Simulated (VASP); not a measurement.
# Al in VASP: further runs

Al is run at these levels: PBE+D3(BJ); tasks: single point, relaxation of the atoms.

Everything below comes from runs of VASP 6.6.1. Logs are shortened: lines on timing, memory, paths and dates and some standing lists are left out, and cuts for length are marked.

### 1 The cell of the first run

The cell holds a slab with vacuum, 12 atoms: a = 4.878 Å, b = 4.878 Å, c = 23.898 Å, α = 90.00°, β = 90.00°, γ = 120.00°.

### 2 Single point, PBE+D3(BJ)

INCAR reads:

```
SYSTEM = Al
PREC = Accurate
ENCUT = 520
EDIFF = 1E-7
ISMEAR = 0
SIGMA = 0.1
LREAL = .FALSE.
LASPH = .TRUE.
NELM = 60
ALGO = Normal
ISIF = 2
LWAVE = .FALSE.
LCHARG = .FALSE.
LDIPOL = .TRUE.
IDIPOL = 3
DIPOL = 0.5 0.5 0.499
GGA = PE
IVDW = 12
NBANDS = 30
```

KPOINTS reads:

```
regular mesh
0
G
  6 6 1
  0 0 0
```

POSCAR reads:

```
Al
1.0
    4.8778314603      0.0000000000      0.0000000000
   -2.4389157301      4.2243259600      0.0000000000
    0.0000000000      0.0000000000     23.8982954061
Al
12
Direct
    0.0000000000      0.3333333333      0.3556739029
    0.3333333333      0.0000000000      0.3556739029
    0.6666666667      0.6666666667      0.3556739029
    0.3333333333      0.3333333333      0.4518913010
    0.6666666667      0.0000000000      0.4518913010
    0.0000000000      0.6666666667      0.4518913010
    0.6666666667      0.3333333333      0.5451649965
    0.0000000000      0.0000000000      0.5451649965
    0.3333333333      0.6666666667      0.5451649965
    0.0000000000      0.3333333333      0.6421975909
    0.3333333333      0.0000000000      0.6421975909
    0.6666666667      0.6666666667      0.6421975909
```

Potentials or basis: VASP PAW PBE potentials, release 64 (Al).

Command:

```console
$ cat potpaw_PBE.64/Al/POTCAR > POTCAR
$ mpirun -np 1 vasp_std > vasp.out
```

OUTCAR:

```text
SYSTEM = Al
   PREC = Accurate
   ENCUT = 520
   EDIFF = 1E-7
   ISMEAR = 0
   LREAL = .FALSE.
   LASPH = .TRUE.
   NELM = 60
   ISIF = 2
   GGA = PE
   IVDW = 12
 IVDW          = 12

 ion  position               nearest neighbor table
   1  0.000  0.333  0.356-   2 2.82   3 2.82   3 2.82   2 2.82   3 2.82   2 2.82   4 2.82   5 2.82
                             6 2.82
   2  0.333  0.000  0.356-   1 2.82   3 2.82   3 2.82   1 2.82   3 2.82   1 2.82   4 2.82   6 2.82
                             5 2.82
   3  0.667  0.667  0.356-   1 2.82   2 2.82   1 2.82   2 2.82   2 2.82   1 2.82   5 2.82   6 2.82
                             4 2.82
   4  0.333  0.333  0.452-   8 2.76   9 2.76   7 2.76   6 2.82   5 2.82   6 2.82   5 2.82   5 2.82
                             6 2.82   2 2.82   1 2.82   3 2.82
   5  0.667  0.000  0.452-   7 2.76   8 2.76   9 2.76   6 2.82   4 2.82   4 2.82   6 2.82   4 2.82
                             6 2.82   3 2.82   1 2.82   2 2.82
   6  0.000  0.667  0.452-   8 2.76   9 2.76   7 2.76   5 2.82   4 2.82   4 2.82   5 2.82   5 2.82
                             4 2.82   3 2.82   2 2.82   1 2.82
   7  0.667  0.333  0.545-   5 2.76   6 2.76   4 2.76   8 2.82   9 2.82   9 2.82   8 2.82   8 2.82
                             9 2.82  10 2.83  11 2.83  12 2.83
   8  0.000  0.000  0.545-   6 2.76   5 2.76   4 2.76   7 2.82   9 2.82   9 2.82   7 2.82   7 2.82
                             9 2.82  10 2.83  11 2.83  12 2.83
   9  0.333  0.667  0.545-   6 2.76   5 2.76   4 2.76   8 2.82   7 2.82   7 2.82   8 2.82   8 2.82
                             7 2.82  11 2.83  10 2.83  12 2.83
  10  0.000  0.333  0.642-  11 2.82  12 2.82  12 2.82  11 2.82  12 2.82  11 2.82   8 2.83   7 2.83
                             9 2.83
  11  0.333  0.000  0.642-  10 2.82  12 2.82  12 2.82  10 2.82  12 2.82  10 2.82   9 2.83   8 2.83
                             7 2.83
  12  0.667  0.667  0.642-  10 2.82  11 2.82  10 2.82  11 2.82  11 2.82  10 2.82   8 2.83   7 2.83
                             9 2.83

  LATTYP: Found a hexagonal cell.
 ALAT       =     4.8778314603
 C/A-ratio  =     4.8993688283

  Lattice vectors:

 A1 = (   4.8778314603,   0.0000000000,   0.0000000000)
 A2 = (  -2.4389157301,   4.2243259600,   0.0000000000)
 A3 = (   0.0000000000,   0.0000000000,  23.8982954061)

Analysis of symmetry for initial positions (statically):
=====================================================================
 Subroutine PRICEL returns following result:

  LATTYP: Found a hexagonal cell.
 ALAT       =     2.8162173064
 C/A-ratio  =     8.4859557364

  Lattice vectors:

 A1 = (  -2.4389157297,  -1.4081086536,   0.0000000000)
 A2 = (   2.4389157299,  -1.4081086532,   0.0000000000)
 A3 = (   0.0000000000,   0.0000000000,  23.8982954061)

   3 primitive cells build up your supercell.

 Routine SETGRP: Setting up the symmetry group for a
 hexagonal supercell.

 Subroutine GETGRP returns: Found  6 space group operations
 (whereof  6 operations were pure point group operations)
 out of a pool of 24 trial point group operations.

The static configuration has the point symmetry C_3v.

Analysis of symmetry for dynamics (positions and initial velocities):
=====================================================================
 Subroutine PRICEL returns following result:

  LATTYP: Found a hexagonal cell.
 ALAT       =     2.8162173064
 C/A-ratio  =     8.4859557364

  Lattice vectors:

 A1 = (  -2.4389157297,  -1.4081086536,   0.0000000000)
 A2 = (   2.4389157299,  -1.4081086532,   0.0000000000)
 A3 = (   0.0000000000,   0.0000000000,  23.8982954061)

   3 primitive cells build up your supercell.

 Routine SETGRP: Setting up the symmetry group for a
 hexagonal supercell.

 Subroutine GETGRP returns: Found  6 space group operations
 (whereof  6 operations were pure point group operations)
 out of a pool of 24 trial point group operations.

The dynamic configuration has the point symmetry C_3v.

 Subroutine INISYM returns: Found  6 space group operations
 (whereof  6 operations are pure point group operations),
 and found     3 'primitive' translations

----------------------------------------------------------------------------------------

                                     Primitive cell

  volume of cell :     164.1458

  direct lattice vectors                    reciprocal lattice vectors
    -2.438915730 -1.408108654  0.000000000    -0.205009133 -0.355086235  0.000000000
     2.438915730 -1.408108653  0.000000000     0.205009133 -0.355086235  0.000000000
     0.000000000  0.000000000 23.898295406     0.000000000  0.000000000  0.041843989

  length of vectors
     2.816217306  2.816217306 23.898295406     0.410018267  0.410018267  0.041843989

  position of ions in fractional coordinates (direct lattice)
     0.666666667  0.333333333  0.355673903
     0.333333333  0.666666667  0.451891301
     1.000000000  0.000000000  0.545164996
     0.666666667  0.333333333  0.642197591

  ion indices of the primitive-cell ions
   primitive index   ion index
                 1           1
                 2           4
                 3           7
                 4          10

----------------------------------------------------------------------------------------

 KPOINTS: regular mesh

Automatic generation of k-mesh.
 Grid dimensions read from file:
 generate k-points for:    6    6    1

 Generating k-lattice:

  Cartesian coordinates                     Fractional coordinates (reciprocal lattice)
     0.034168189  0.019727013  0.000000000     0.166666667  0.000000000  0.000000000
     0.000000000  0.039454026  0.000000000     0.000000000  0.166666667  0.000000000
     0.000000000  0.000000000  0.041843989     0.000000000  0.000000000  1.000000000

  Length of vectors
     0.039454026  0.039454026  0.041843989

  Shift w.r.t. Gamma in fractional coordinates (k-lattice)
     0.000000000  0.000000000  0.000000000

 Subroutine IBZKPT returns following result:
 ===========================================

 Found      7 irreducible k-points:

 Following reciprocal coordinates:
            Coordinates               Weight
  0.000000  0.000000  0.000000      1.000000
  0.166667  0.000000  0.000000      6.000000
  0.333333  0.000000  0.000000      6.000000
  0.500000  0.000000  0.000000      3.000000
  0.166667  0.166667  0.000000      6.000000
  0.333333  0.166667  0.000000     12.000000
  0.333333  0.333333  0.000000      2.000000
   k-points           NKPTS =      7   k-points in BZ     NKDIM =      7   number of bands    NBANDS=     30
   number of dos      NEDOS =    301   number of ions     NIONS =     12
   total plane-waves  NPLWV = 233280
   dimension x,y,z NGX =    36 NGY =   36 NGZ =  180
   dimension x,y,z NGXF=    72 NGYF=   72 NGZF=  360
   ions per type =              12
   NGX,Y,Z   is equivalent  to a cutoff of  12.27, 12.27, 12.52 a.u.
   NGXF,Y,Z  is equivalent  to a cutoff of  24.54, 24.54, 25.04 a.u.
 SYSTEM =  Al
   PREC   = accura    normal or accurate (medium, high low for compatibility)
   ISTART =      0    job   : 0-new  1-cont  2-samecut
   ICHARG =      2    charge: 1-file 2-atom 10-const
   ISPIN  =      1    spin polarized calculation?
   LNONCOLLINEAR =      F non collinear calculations
   LSORBIT =      F    spin-orbit coupling
   LASPH  =      T    aspherical Exc in radial PAW
   ENCUT  =  520.0 eV  38.22 Ry    6.18 a.u.   9.07  9.07 44.43*2*pi/ulx,y,z
   NELM   =     60;   NELMIN=  2; NELMDL= -5     # of ELM steps
   EDIFF  = 0.1E-06   stopping-criterion for ELM
   LREAL  =      F    real-space projection
   EDIFFG = 0.1E-05   stopping-criterion for IOM
   NSW    =      0    number of steps for IOM
   IBRION =     -1    ionic relax: 0-MD 1-quasi-New 2-CG
   NFREE  =      0    steps in history (QN), initial steepest desc. (CG)
   ISIF   =      2    stress and relaxation
   ISYM   =      2    0-nonsym 1-usesym 2-fastsym
   POTIM  = 0.5000    time-step for ionic-motion
   TEBEG  =    0.0;   TEEND  =   0.0 temperature during run
   PSTRESS=    0.0 pullay stress
   NELECT =      36.0000    total number of electrons
   NUPDOWN=      -1.0000    fix difference up-down
   EMIN   =  10.00;   EMAX   =-10.00  energy-range for DOS
   EFERMI =   0.00;   METHOD = LEGACY
   ISMEAR =     0;   SIGMA  =   0.10  broadening in eV -4-tet -1-fermi 0-gaus
   EFERMI_NEDOS =   21; number of points for ismear=-14 and -15
   IALGO  =     38    algorithm
   IMIX   =      4    mixing-type and parameters
     AMIX     =   0.40;   BMIX     =  1.00
     AMIX_MAG =   1.60;   BMIX_MAG =  1.00
  volume/ion in A,a.u.               =      41.04       276.93
  Fermi-wavevector in a.u.,A,eV,Ry     =   0.684529  1.293573  6.375420  0.468580
  Thomas-Fermi vector in A             =   1.764208
   LORBIT       =      0    0 simple, 1 ext, 2 COOP (PROOUT), +10 PAW based schemes
   GGA     = PE    functional components
   LHFCALC =     F    Hartree Fock is set to
   AEXX    =    0.0000 exact exchange contribution
   IVDW    =    12    specifies the selected vdW correction
   LEPSILON=     F    determine dielectric tensor
   LRPA    =     F    only Hartree local field effects (RPA)
 non-spin polarized calculation
 Gauss-broadening in eV      SIGMA  =   0.10
  energy-cutoff  :      520.00
  volume of cell :      492.44
 maximum number of plane-waves:     13305
   NGX = 19   NGY = 19   NGZ = 89

 dipolmoment           0.000000      0.000000      0.007649 electrons x Angstroem

 number of electron      36.0000001 magnetization

 dipolmoment           0.000000      0.000000     -0.000550 electrons x Angstroem

 Free energy of the ion-electron system (eV)
  ---------------------------------------------------
  ext. energy  EPLUGINS =         0.00000000
  ---------------------------------------------------
  free energy    TOTEN  =       -42.56201032 eV

  energy without entropy =      -42.53514776  energy(sigma->0) =      -42.54857904

 E-fermi :   0.9327     XC(G=0):  -4.7734

 val. band max:        0.8475245675   @ k =   0.5000   0.0000   0.0000
 cond. band min:       0.9348900634   @ k =   0.1667   0.0000   0.0000
 fundamental gap:      0.0873654959
 Fermi energy:         0.9326926087

 k-point     1 :       0.0000    0.0000    0.0000
  band No.  band energies     occupation
      1     -10.2856      2.00000
      2      -9.1446      2.00000
      3      -7.5084      2.00000
      4      -5.1341      2.00000
      5      -2.6819      2.00000
      6      -2.3496      2.00000
[... 22 lines left out ...]
     29       3.1339      0.00000
     30       3.1430      0.00000

 k-point     2 :       0.1667    0.0000    0.0000
  band No.  band energies     occupation
      1     -10.0559      2.00000
      2      -8.9162      2.00000
      3      -7.2820      2.00000
      4      -4.9084      2.00000
      5      -4.6617      2.00000
      6      -3.5625      2.00000
[... 22 lines left out ...]
     29       3.4817      0.00000
     30       3.8933      0.00000

 k-point     3 :       0.3333    0.0000    0.0000
  band No.  band energies     occupation
      1      -9.3692      2.00000
      2      -8.2335      2.00000
      3      -6.6575      2.00000
      4      -6.6052      2.00000
      5      -5.5388      2.00000
      6      -4.2356      2.00000
[... 121 lines left out ...]
     29       4.5367      0.00000
     30       5.2169      0.00000

 k-point     7 :       0.3333    0.3333    0.0000
  band No.  band energies     occupation
      1      -7.5552      2.00000
      2      -7.5552      2.00000
      3      -7.5552      2.00000
      4      -6.4304      2.00000
      5      -6.4304      2.00000
      6      -6.4304      2.00000
[... 22 lines left out ...]
     29       5.2688      0.00000
     30       5.2688      0.00000

------------------------ aborting loop because EDIFF is reached ----------------------------------------

 vacuum level on the upper side and lower side of the slab       (xc-potential included)        -0.061        -0.056

 Edisp (eV)   -3.19526

 E8    (eV) :    -1.4805

  FORCE on cell =-STRESS in cart. coord.  units (eV):
  Direction    XX          YY          ZZ          XY          YZ          ZX
  --------------------------------------------------------------------------------------
  -------------------------------------------------------------------------------------
  Total      -0.92929    -0.92929     0.31324    -0.00000     0.00000     0.00000
  in kB      -3.02350    -3.02350     1.01914    -0.00000     0.00000     0.00000
  external pressure =       -1.68 kB  Pullay stress =        0.00 kB

 VOLUME and BASIS-vectors are now :
 -----------------------------------------------------------------------------
  energy-cutoff  :      520.00
  volume of cell :      492.44
      direct lattice vectors                 reciprocal lattice vectors
     4.877831460  0.000000000  0.000000000     0.205009133  0.118362078  0.000000000
    -2.438915730  4.224325960  0.000000000     0.000000000  0.236724157  0.000000000
     0.000000000  0.000000000 23.898295406     0.000000000  0.000000000  0.041843989

 POSITION                                       TOTAL-FORCE (eV/Angst)
 -----------------------------------------------------------------------------------
     -0.81297      1.40811      8.50000        -0.000000      0.000000     -0.050113
      1.62594      0.00000      8.50000        -0.000000     -0.000000     -0.050113
      1.62594      2.81622      8.50000         0.000000     -0.000000     -0.050113
      0.81297      1.40811     10.79943         0.000000      0.000000      0.048991
      3.25189      0.00000     10.79943        -0.000000      0.000000      0.048991
     -1.62594      2.81622     10.79943        -0.000000      0.000000      0.048991
      2.43892      1.40811     13.02851         0.000000     -0.000000      0.003098
      0.00000      0.00000     13.02851         0.000000     -0.000000      0.003098
     -0.00000      2.81622     13.02851         0.000000     -0.000000      0.003098
     -0.81297      1.40811     15.34743         0.000000      0.000000     -0.001976
      1.62594      0.00000     15.34743        -0.000000     -0.000000     -0.001976
      1.62594      2.81622     15.34743         0.000000      0.000000     -0.001976
 -----------------------------------------------------------------------------------
    total drift:                               -0.000000     -0.000000     -0.000032

  FREE ENERGIE OF THE ION-ELECTRON SYSTEM (eV)
  ---------------------------------------------------
  free  energy   TOTEN  =       -45.7572743638 eV

  energy  without entropy=      -45.7304118120  energy(sigma->0) =      -45.74384309

 vacuum level on the upper side and lower side of the slab         4.811         4.818
```

Wall time 3.2 min (1 thread of Intel Xeon Platinum 8488C (Sapphire Rapids), shared host); peak memory 0.49 GiB.

What came out:

```
Free energy                : -45.7573 eV
Largest force              : 0.050 eV/Å
Band gap on the k mesh     : zero (bands 18 and 19 overlap by 1.03 eV)
Dispersion energy per atom : -0.266 eV
```

Forces on the atoms (eV/Å):
```
Al   0.000  0.000 -0.050
Al   0.000  0.000 -0.050
Al   0.000  0.000 -0.050
Al   0.000  0.000  0.049
Al   0.000  0.000  0.049
Al   0.000  0.000  0.049
Al   0.000  0.000  0.003
Al   0.000  0.000  0.003
Al   0.000  0.000  0.003
Al   0.000  0.000 -0.002
Al   0.000  0.000 -0.002
Al   0.000  0.000 -0.002
```

### 3 Single point, PBE+D3(BJ)

This run uses another cell than the first one: it holds 4 atoms, not 12.

INCAR reads:

```
SYSTEM = Al
PREC = Accurate
ENCUT = 520
EDIFF = 1E-7
ISMEAR = 0
SIGMA = 0.1
LREAL = .False.
LASPH = .True.
NELM = 80
ALGO = Normal
ISIF = 2
LWAVE = .False.
LCHARG = .False.
LDIPOL = .True.
IDIPOL = 3
DIPOL = 0.5 0.5 0.500
GGA = PE
IVDW = 12
NBANDS = 14
```

KPOINTS reads:

```
Automatic mesh
0
Gamma
  12 12 1
  0 0 0
```

POSCAR reads:

```
Al
1.0
    2.8162173067      0.0000000000      0.0000000000
   -1.4081086533      2.4389157302      0.0000000000
    0.0000000000      0.0000000000     23.8982954061
Al
4
Direct
    0.6666666667      0.3333333333      0.3556739029
    0.3333333333      0.6666666667      0.4518913010
    0.0000000000      0.0000000000      0.5475508738
    0.6666666667      0.3333333333      0.6450338987
```

Potentials or basis: VASP PAW PBE potentials, release 64 (Al).

Command:

```console
$ cat potpaw_PBE.64/Al/POTCAR > POTCAR
$ mpirun -np 1 vasp_std > vasp.out
```

It took 1.8 min on 1 thread of Intel Xeon 8259CL, shared host; peak memory 0.31 GiB.

The run converged. Its results:

```yaml
Free_energy: -15.2975 eV
Largest_force: 0.096 eV/Å
Band_gap_on_the_k_mesh: zero (bands 6 and 7 overlap by 1.86 eV)
Dispersion_energy_per_atom: -0.264 eV
```

Forces on the atoms (eV/Å):
```
Al   0.000  0.000 -0.096
Al   0.000  0.000  0.096
Al   0.000  0.000 -0.001
Al   0.000  0.000  0.000
```

Levels at points of the mesh, in eV from the Fermi level:
| k point | band 3 | band 4 | band 5 | band 6 | band 7 | band 8 | band 9 | band 10 |
| --- | --- | --- | --- | --- | --- | --- | --- | --- |
| (0.00, 0.00, 0.00) | -8.29 | -5.99 | -3.52 | -0.55 | 2.06 | 3.55 | 3.98 | 5.14 |
| (0.50, 0.00, 0.00) | -3.99 | -3.91 | -2.58 | -1.92 | 0.00 | 0.14 | 2.16 | 2.48 |

### 4 Single point, PBE+D3(BJ)

This run uses another cell than the first one: it holds 4 atoms, not 12.

INCAR is that of step 3.

KPOINTS is that of step 3.

POSCAR, as its differences from that of step 3:

```diff
@@ -10,3 +10,3 @@
     0.3333333333      0.6666666667      0.4518913010
-    0.0000000000      0.0000000000      0.5475508738
-    0.6666666667      0.3333333333      0.6450338987
+    0.0000000000      0.0000000000      0.5475508737
+    0.6666666667      0.3333333333      0.6450338977
```

Command:

```console
$ cat potpaw_PBE.64/Al/POTCAR > POTCAR
$ mpirun -np 1 vasp_std > vasp.out
```

Wall time 1.8 min (1 thread of Intel Xeon 8259CL, shared host); peak memory 0.31 GiB.

The run converged. Its results:

```
Free energy                : -15.2975 eV
Largest force              : 0.096 eV/Å
Band gap on the k mesh     : zero (bands 6 and 7 overlap by 1.86 eV)
Dispersion energy per atom : -0.264 eV
```

Forces in eV/Å, atoms in the order of the input:
```
Al   0.000  0.000 -0.096
Al   0.000  0.000  0.096
Al   0.000  0.000 -0.001
Al   0.000  0.000  0.000
```

Levels at points of the mesh, in eV from the Fermi level:
| k point | band 2 | band 3 | band 4 | band 5 | band 6 | band 7 | band 8 | band 9 | band 10 | band 11 |
| --- | --- | --- | --- | --- | --- | --- | --- | --- | --- | --- |
| (0.00, 0.00, 0.00) | -9.95 | -8.29 | -5.99 | -3.52 | -0.55 | 2.06 | 3.55 | 3.98 | 5.14 | 5.28 |
| (0.50, 0.00, 0.00) | -4.95 | -3.99 | -3.91 | -2.58 | -1.92 | 0.00 | 0.14 | 2.16 | 2.48 | 4.99 |

[end of part 1 of 2]
